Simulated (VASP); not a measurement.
Write the native input for VASP 6.6.1 that does the following.

| Item | Value |
| --- | --- |
| Task | single point |
| Functional | PBE |
| Potentials or basis | VASP PAW PBE potentials, release 64 (Co, H) |
| Cutoff | 520 eV |
| k mesh | 6 × 6 × 4 |
| Occupations | gaussian, width 0.1 eV |
| Spin | collinear spin, ferromagnetic start |
| Starting moments | [3.0, 0.0, 0.0, 0.0, 0.0] μB |
| Dipole correction | no |
| Further INCAR settings | ALGO = Normal; EDIFF = 1e-06; NBANDS = 18 |

The structure of CoH4 lies in POSCAR:

```
CoH4
1.0
    3.4094192500      0.0000000000      0.0000000000
   -1.7047096300      2.9526436800      0.0000000000
    0.0000000000      0.0000000000      4.4618266100
Co H
1 4
Direct
    0.0000000000      0.0000000000      0.0000000000
    0.5000000000      0.0000000000      0.0000000000
    0.0000000000      0.5000000000      0.0000000000
    0.5000000000      0.5000000000      0.0000000000
    0.0000000000      0.0000000000      0.5000000000
```

The input as run:

INCAR

```
SYSTEM = CoH4
PREC = Accurate
ENCUT = 520
EDIFF = 1E-6
ISMEAR = 0
SIGMA = 0.1
LREAL = .False.
LASPH = .True.
NELM = 150
ALGO = Normal
ISIF = 2
LWAVE = .False.
LCHARG = .True.
ISPIN = 2
MAGMOM = 3 0 0 0 0
LORBIT = 11
LMAXMIX = 4
GGA = PE
LELF = .True.
LVHAR = .True.
NBANDS = 18
```

KPOINTS

```
Automatic mesh
0
Gamma
  6 6 4
  0 0 0
```

Potentials or basis: VASP PAW PBE potentials, release 64 (Co, H).

The run is started by

```bash
$ cat potpaw_PBE.64/Co/POTCAR potpaw_PBE.64/H/POTCAR > POTCAR
$ mpirun -np 1 vasp_std > vasp.out
```

It gave:

```json
{"Pressure": "-13.2 GPa", "Net moment": "0.32 μB per cell", "Site moments": "Co +0.44; H -0.01, -0.03 μB", "Valence electrons inside the program's atomic spheres": "Co 8.15; H 0.49, 0.42"}
```

It took 41 s on 1 thread of Intel(R) Xeon(R) Platinum 8488C (Sapphire Rapids), with other jobs on the host, peak memory 0.2 GiB.
